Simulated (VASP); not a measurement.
# Mg5NiS6 in VASP: a series of runs, part 2 of 3

VASP 6.6.1. The steps go on from the part before.

### 3 Single point, PBE

INCAR

```
SYSTEM = Mg5NiS6
PREC     = Accurate       ! precision mode
ENCUT    = 520            ! plane-wave cutoff, eV
EDIFF    = 1E-7           ! SCF threshold, eV
ISMEAR   = 0              ! smearing method
SIGMA    = 0.2            ! smearing width, eV
LREAL    = .FALSE.        ! projectors in reciprocal space
LASPH    = .TRUE.         ! aspherical terms in the spheres
NELM     = 100            ! most SCF steps
ALGO     = Normal         ! electronic algorithm
ISIF     = 2              ! what is computed and relaxed
LWAVE    = .FALSE.        ! write WAVECAR
LCHARG   = .FALSE.        ! write CHGCAR
GGA      = PE             ! functional
NBANDS   = 40             ! bands
```

KPOINTS

```
Automatic mesh
0
G
  6 6 2
  0 0 0
```

POSCAR

```
Mg5NiS6
1.0
    3.6573029000      0.0000000000      0.0000000000
    0.0000000000      3.6573029000      0.0000000000
    0.0000000000      0.0000000000     15.3485626000
Mg Ni S
5 1 6
Direct
    0.0000000000      0.0000000000      0.6593200000
    0.5000000000      0.5000000000      0.8276610000
    0.0000000000      0.0000000000      0.0000000000
    0.5000000000      0.5000000000      0.1723390000
    0.0000000000      0.0000000000      0.3406800000
    0.5000000000      0.5000000000      0.5000000000
    0.0000000000      0.0000000000      0.8289310000
    0.5000000000      0.5000000000      0.0000000000
    0.0000000000      0.0000000000      0.1710690000
    0.5000000000      0.5000000000      0.3466370000
    0.0000000000      0.0000000000      0.5000000000
    0.5000000000      0.5000000000      0.6533630000
```

Potentials or basis: VASP PAW PBE potentials, release 64 (Mg, Ni, S).

The run is started by

```sh
$ cat potpaw_PBE.64/Mg/POTCAR potpaw_PBE.64/Ni/POTCAR potpaw_PBE.64/S/POTCAR > POTCAR
$ mpirun -np 1 vasp_std > vasp.out
```

OUTCAR:

```text
SYSTEM = Mg5NiS6
   PREC = Accurate
   ENCUT = 520
   EDIFF = 1E-7
   ISMEAR = 0
   LREAL = .FALSE.
   LASPH = .TRUE.
   NELM = 100
   ISIF = 2
   GGA = PE

 ion  position               nearest neighbor table
   1  0.000  0.000  0.659-  11 2.45  12 2.59  12 2.59  12 2.59  12 2.59   7 2.60   2 3.66   2 3.66
                             2 3.66   2 3.66
   2  0.500  0.500  0.828-   7 2.59   7 2.59   7 2.59   7 2.59   8 2.65  12 2.68   1 3.66   1 3.66
                             1 3.66   1 3.66
   3  0.000  0.000  0.000-   8 2.59   8 2.59   8 2.59   8 2.59   9 2.63   7 2.63
   4  0.500  0.500  0.172-   9 2.59   9 2.59   9 2.59   9 2.59   8 2.65  10 2.68   5 3.66   5 3.66
                             5 3.66   5 3.66
   5  0.000  0.000  0.341-  11 2.45  10 2.59  10 2.59  10 2.59  10 2.59   9 2.60   4 3.66   4 3.66
                             4 3.66   4 3.66
   6  0.500  0.500  0.500-  10 2.35  12 2.35  11 2.59  11 2.59  11 2.59  11 2.59
   7  0.000  0.000  0.829-   2 2.59   2 2.59   2 2.59   2 2.59   1 2.60   3 2.63
   8  0.500  0.500  0.000-   3 2.59   3 2.59   3 2.59   3 2.59   4 2.65   2 2.65
   9  0.000  0.000  0.171-   4 2.59   4 2.59   4 2.59   4 2.59   5 2.60   3 2.63
  10  0.500  0.500  0.347-   6 2.35   5 2.59   5 2.59   5 2.59   5 2.59   4 2.68
  11  0.000  0.000  0.500-   1 2.45   5 2.45   6 2.59   6 2.59   6 2.59   6 2.59
  12  0.500  0.500  0.653-   6 2.35   1 2.59   1 2.59   1 2.59   1 2.59   2 2.68

  LATTYP: Found a simple tetragonal cell.
 ALAT       =     3.6573029000
 C/A-ratio  =     4.1966889316

  Lattice vectors:

 A1 = (   3.6573029000,   0.0000000000,   0.0000000000)
 A2 = (   0.0000000000,   3.6573029000,   0.0000000000)
 A3 = (   0.0000000000,   0.0000000000,  15.3485626000)

Analysis of symmetry for initial positions (statically):
=====================================================================
 Subroutine PRICEL returns:
 Original cell was already a primitive cell.

 Routine SETGRP: Setting up the symmetry group for a
 simple tetragonal supercell.

 Subroutine GETGRP returns: Found 16 space group operations
 (whereof 16 operations were pure point group operations)
 out of a pool of 16 trial point group operations.

The static configuration has the point symmetry D_4h.

Analysis of symmetry for dynamics (positions and initial velocities):
=====================================================================
 Subroutine PRICEL returns:
 Original cell was already a primitive cell.

 Routine SETGRP: Setting up the symmetry group for a
 simple tetragonal supercell.

 Subroutine GETGRP returns: Found 16 space group operations
 (whereof 16 operations were pure point group operations)
 out of a pool of 16 trial point group operations.

The dynamic configuration has the point symmetry D_4h.

 Subroutine INISYM returns: Found 16 space group operations
 (whereof 16 operations are pure point group operations),
 and found     1 'primitive' translations

----------------------------------------------------------------------------------------

                                     Primitive cell

  volume of cell :     205.3003

  direct lattice vectors                    reciprocal lattice vectors
     3.657302900  0.000000000  0.000000000     0.273425534  0.000000000  0.000000000
     0.000000000  3.657302900  0.000000000     0.000000000  0.273425534  0.000000000
     0.000000000  0.000000000 15.348562600     0.000000000  0.000000000  0.065152681

  length of vectors
[... 86 lines left out ...]
   NGXF,Y,Z  is equivalent  to a cutoff of  25.46, 25.46, 26.00 a.u.
 SYSTEM =  Mg5NiS6
   PREC   = accura    normal or accurate (medium, high low for compatibility)
   ISTART =      0    job   : 0-new  1-cont  2-samecut
   ICHARG =      2    charge: 1-file 2-atom 10-const
   ISPIN  =      1    spin polarized calculation?
   LNONCOLLINEAR =      F non collinear calculations
   LSORBIT =      F    spin-orbit coupling
   LASPH  =      T    aspherical Exc in radial PAW
   ENCUT  =  520.0 eV  38.22 Ry    6.18 a.u.   6.80  6.80 28.54*2*pi/ulx,y,z
   NELM   =    100;   NELMIN=  2; NELMDL= -5     # of ELM steps
   EDIFF  = 0.1E-06   stopping-criterion for ELM
   LREAL  =      F    real-space projection
   EDIFFG = 0.1E-05   stopping-criterion for IOM
   NSW    =      0    number of steps for IOM
   IBRION =     -1    ionic relax: 0-MD 1-quasi-New 2-CG
   NFREE  =      0    steps in history (QN), initial steepest desc. (CG)
   ISIF   =      2    stress and relaxation
   ISYM   =      2    0-nonsym 1-usesym 2-fastsym
   POTIM  = 0.5000    time-step for ionic-motion
   TEBEG  =    0.0;   TEEND  =   0.0 temperature during run
   PSTRESS=    0.0 pullay stress
   NELECT =      56.0000    total number of electrons
   NUPDOWN=      -1.0000    fix difference up-down
   EMIN   =  10.00;   EMAX   =-10.00  energy-range for DOS
   EFERMI =   0.00;   METHOD = LEGACY
   ISMEAR =     0;   SIGMA  =   0.20  broadening in eV -4-tet -1-fermi 0-gaus
   EFERMI_NEDOS =   21; number of points for ismear=-14 and -15
   IALGO  =     38    algorithm
   IMIX   =      4    mixing-type and parameters
     AMIX     =   0.40;   BMIX     =  1.00
     AMIX_MAG =   1.60;   BMIX_MAG =  1.00
  volume/ion in A,a.u.               =      17.11       115.45
  Fermi-wavevector in a.u.,A,eV,Ry     =   1.061714  2.006349 15.336993  1.127237
  Thomas-Fermi vector in A             =   2.197140
   LORBIT       =      0    0 simple, 1 ext, 2 COOP (PROOUT), +10 PAW based schemes
   GGA     = PE    functional components
   LHFCALC =     F    Hartree Fock is set to
   AEXX    =    0.0000 exact exchange contribution
   IVDW    =     0    specifies the selected vdW correction
   LEPSILON=     F    determine dielectric tensor
   LRPA    =     F    only Hartree local field effects (RPA)
 non-spin polarized calculation
 Gauss-broadening in eV      SIGMA  =   0.20
  energy-cutoff  :      520.00
  volume of cell :      205.30
 maximum number of plane-waves:      5588
 NGX is ok and might be reduce to    28
   NGX = 13   NGY = 13   NGZ = 57

 number of electron      56.0000011 magnetization

 Free energy of the ion-electron system (eV)
  ---------------------------------------------------
  ext. energy  EPLUGINS =         0.00000000
  ---------------------------------------------------
  free energy    TOTEN  =       -51.98916795 eV

  energy without entropy =      -51.95649981  energy(sigma->0) =      -51.97283388

 E-fermi :   5.5182     XC(G=0):  -9.9347

 val. band max:        5.5001744545   @ k =   0.1667   0.0000   0.5000
 cond. band min:       5.5823530285   @ k =   0.3333   0.3333   0.5000
 fundamental gap:      0.0821785740
 Fermi energy:         5.5181746969

 k-point     1 :       0.0000    0.0000    0.0000
  band No.  band energies     occupation
      1      -8.7841      2.00000
      2      -8.4140      2.00000
      3      -8.4011      2.00000
      4      -7.6039      2.00000
      5      -7.5287      2.00000
      6      -6.8611      2.00000
[... 849 lines left out ...]
     39       9.9834      0.00000
     40      12.1162      0.00000

------------------------ aborting loop because EDIFF is reached ----------------------------------------

  FORCE on cell =-STRESS in cart. coord.  units (eV):
  Direction    XX          YY          ZZ          XY          YZ          ZX
  --------------------------------------------------------------------------------------
  -------------------------------------------------------------------------------------
  Total       -0.3309987     -0.3309987     -0.1648053      0.0000000      0.0000000      0.0000000
  in kB       -2.5831365     -2.5831365     -1.2861517      0.0000000      0.0000000      0.0000000
  external PRESSURE =      -2.1508082 kB  Pullay stress =       0.0000000 kB

 VOLUME and BASIS-vectors are now :
 -----------------------------------------------------------------------------
  energy-cutoff  :      520.00
  volume of cell :      205.30
      direct lattice vectors                 reciprocal lattice vectors
     3.657302900  0.000000000  0.000000000     0.273425534  0.000000000  0.000000000
     0.000000000  3.657302900  0.000000000     0.000000000  0.273425534  0.000000000
     0.000000000  0.000000000 15.348562600     0.000000000  0.000000000  0.065152681

 POSITION                                       TOTAL-FORCE (eV/Angst)
 -----------------------------------------------------------------------------------
      0.00000      0.00000     10.11961         0.000000      0.000000      0.012310
      1.82865      1.82865     12.70341        -0.000000      0.000000     -0.001226
      0.00000      0.00000      0.00000         0.000000      0.000000      0.000000
      1.82865      1.82865      2.64516         0.000000     -0.000000      0.001226
      0.00000      0.00000      5.22895         0.000000      0.000000     -0.012310
      1.82865      1.82865      7.67428         0.000000      0.000000      0.000000
      0.00000      0.00000     12.72290         0.000000      0.000000     -0.002111
      1.82865      1.82865      0.00000         0.000000      0.000000      0.000000
      0.00000      0.00000      2.62566         0.000000      0.000000      0.002111
      1.82865      1.82865      5.32038        -0.000000     -0.000000     -0.042041
      0.00000      0.00000      7.67428         0.000000      0.000000      0.000000
      1.82865      1.82865     10.02818        -0.000000     -0.000000      0.042041
 -----------------------------------------------------------------------------------
    total drift:                                0.000000      0.000000      0.000000

  FREE ENERGIE OF THE ION-ELECTRON SYSTEM (eV)
  ---------------------------------------------------
  free  energy   TOTEN  =       -51.9891679506 eV

  energy  without entropy=      -51.9564998137  energy(sigma->0) =      -51.97283388
```

It took 7.3 min on 1 thread of Oxide Virtual Turin-like, shared host; peak memory 0.34 GiB.

Results:

```
Free energy            : -51.9892 eV
Pressure               : -0.2 GPa
Largest force          : 0.042 eV/Å
Band gap on the k mesh : zero (bands 28 and 29 overlap by 1.41 eV)
```

Forces on the atoms (eV/Å):
```
Mg   0.000  0.000  0.012
Mg   0.000  0.000 -0.001
Mg   0.000  0.000  0.000
Mg   0.000  0.000  0.001
Mg   0.000  0.000 -0.012
Ni   0.000  0.000  0.000
S    0.000  0.000 -0.002
S    0.000  0.000  0.000
S    0.000  0.000  0.002
S    0.000  0.000 -0.042
S    0.000  0.000  0.000
S    0.000  0.000  0.042
```

Caveat: the run has no spin polarisation, though such a crystal can be magnetic.

(Continued in part 3 of 3.)
